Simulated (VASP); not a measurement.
Input of a VASP 6.6.1 run:

Contents of INCAR:

```
SYSTEM = P
ALGO = Normal ; EDIFF = 1E-6
EDIFFG = -0.005 ; ENCUT = 600
GGA = PE ; IBRION = 2
ISIF = 3 ; ISMEAR = -1
LASPH = .True. ; LCHARG = .False.
LREAL = .False. ; LWAVE = .False.
NELM = 100 ; NSW = 60
PREC = Accurate ; PSTRESS = 270.0
SIGMA = 0.08
```

The input KPOINTS:

```
k-points
0
Gamma
  18 18 18
  0 0 0
```

The input POSCAR:

```
P
1.0
    0.0000000000      1.8146518090      1.8146518090
    1.8146518090      0.0000000000      1.8146518090
    1.8146518090      1.8146518090      0.0000000000
P
1
Direct
    0.0000000000      0.0000000000      0.0000000000
```

Potentials or basis: VASP PAW PBE potentials, release 64 (P).

Launch:

```sh
$ cat potpaw_PBE.64/P/POTCAR > POTCAR
$ mpirun -np 1 vasp_std > vasp.out
```

Problem. Estimate the space group after relaxing (to 0.1 Å).

Solution. Fm-3m (No. 225).

Problem. What does it give for the relaxed volume?

Solution. 11.91 Å³/atom.

Problem. What does it give for the band gap on the k mesh?

Solution. Zero (an odd number of electrons rules out a gap without spin polarisation).

Problem. What does it give for the relaxed cell?

Solution. a = 2.563 Å, b = 2.563 Å, c = 2.563 Å, α = 60.00°, β = 60.00°, γ = 60.00°.

Final structure:
```xyz
1
Lattice="0.0000 1.8127 1.8127 1.8127 0.0000 1.8127 1.8127 1.8127 0.0000" Properties=species:S:1:pos:R:3 pbc="T T T"
P     0.0000    0.0000    0.0000
```

Caveat: the cell is relaxed towards a set pressure, so the run minimises the enthalpy, not the energy.
